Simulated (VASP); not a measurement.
Runs of VASP 6.6.1 on CsPbBr3. The structure is that of space group Pm-3m (No. 221), or close to it. The cells are those of the table. 

```csv
level,cell,smearing,gap on the mesh (eV),pressure (GPa)
r2SCAN,"a = 5.943 Å, 5 atoms",gaussian 0.01 eV,(a),0.0
r2SCAN,"a = 6.121 Å, 5 atoms",gaussian 0.01 eV,2.36,-1.5
r2SCAN,"a = 5.765 Å, 5 atoms",gaussian 0.01 eV,1.64,2.4
r2SCAN,"a = 5.705 Å, 5 atoms",gaussian 0.01 eV,(b),3.5
PBE,"a = 6.002 Å, 5 atoms",fermi-dirac 0.02 eV,1.78,(c)
```

Alike in all rows: task single point; potentials or basis VASP PAW PBE potentials, release 64 (Cs_sv, Pb_d, Br); no spin polarisation; k mesh 4 × 4 × 4; cutoff (eV) 520.

Problem. Fill in the values left out.

Solution. (a) 2.06; (b) 1.48; (c) 0.1.

Caveats: spin-orbit coupling is left out, which moves the levels of the heavy elements; the PAW data sets were made with another functional, which shifts forces and pressure a little (at least some runs); the cell stands under pressure (at least some runs).

A k mesh can miss the band edges, and the runs leave out spin-orbit coupling on Br, Cs, Pb.
